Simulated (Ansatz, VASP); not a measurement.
# Two plane-wave programs on Zr

The input POSCAR:

```
Zr
1.0
   -1.8612455915      1.8612455915      1.8612455915
    1.8612455915     -1.8612455915      1.8612455915
    1.8612455915      1.8612455915     -1.8612455915
Zr
1
Direct
    0.0000000000      0.0000000000      0.0000000000
```

INCAR.step1

```
ALGO     = Normal         # electronic algorithm
EDIFF    = 1E-4           # SCF threshold, eV
ENCUT    = 520            # plane-wave cutoff, eV
GGA      = PE             # functional
ISMEAR   = -1             # smearing method
LASPH    = True           # aspherical terms in the spheres
LCHARG   = False          # write CHGCAR
LREAL    = False          # projectors in reciprocal space
LWAVE    = True           # write WAVECAR
NBANDS   = 12             # bands
NELM     = 60             # most SCF steps
PREC     = Accurate       # precision mode
SIGMA    = 0.1            # smearing width, eV
```

The input INCAR.step2:

```
ALGO     = Normal         # electronic algorithm
EDIFF    = 1E-7           # SCF threshold, eV
ENCUT    = 520            # plane-wave cutoff, eV
ISIF     = 2              # what is computed and relaxed
ISMEAR   = -1             # smearing method
ISTART   = 1            
LASPH    = True           # aspherical terms in the spheres
LCHARG   = False          # write CHGCAR
LMIXTAU  = True         
LREAL    = False          # projectors in reciprocal space
LWAVE    = False          # write WAVECAR
METAGGA  = R2SCAN         # meta-GGA
NBANDS   = 12             # bands
NELM     = 60             # most SCF steps
PREC     = Accurate       # precision mode
SIGMA    = 0.1            # smearing width, eV
```

The input KPOINTS:

```
k-points
0
Gamma
  14 14 14
```

Input for Ansatz:

```yaml
crystal:
  lattice:
    - [-1.8612455915, 1.8612455915, 1.8612455915]
    - [1.8612455915, -1.8612455915, 1.8612455915]
    - [1.8612455915, 1.8612455915, -1.8612455915]
  atoms:
    - { symbol: Zr, position: [0.0, 0.0, 0.0] }
hamiltonian:
  xc: r2scan
  pseudopotentials:
    kind: paw
    azcp:
      Zr: "pseudopotentials/Zr.paw.azcp"
basis:
  ecutwfc: 500
  fft_grid_basis: typed
kpoints:
  mp_grid: { grid: [14, 14, 14], shift: [0, 0, 0] }
magnetization:
  spin_polarized: false
scf:
  occupations: { method: fermi_dirac, width: 0.1 }
  lower_state_search: "off"
output:
  stress: true
```

Alike in both runs: task single point; functional r2SCAN; k mesh 14 × 14 × 14; occupations fermi-dirac, width 0.1 eV; no spin polarisation.

|  | VASP | Ansatz |
| --- | --- | --- |
| version | VASP 6.6.1 | Ansatz 0.2.0 |
| potentials or method | VASP PAW PBE potentials, release 64 (Zr_sv), cutoff 520 eV | plane waves (500 eV) with PAW, scalar-relativistic |
| valence electrons in the cell | 12 | 12 |

|  | VASP | Ansatz | Ansatz less VASP |
| --- | --- | --- | --- |
| pressure (GPa) | -8.3 | -8.3 | -0.01 |

VASP's potentials were made for PBE, not for r2SCAN.
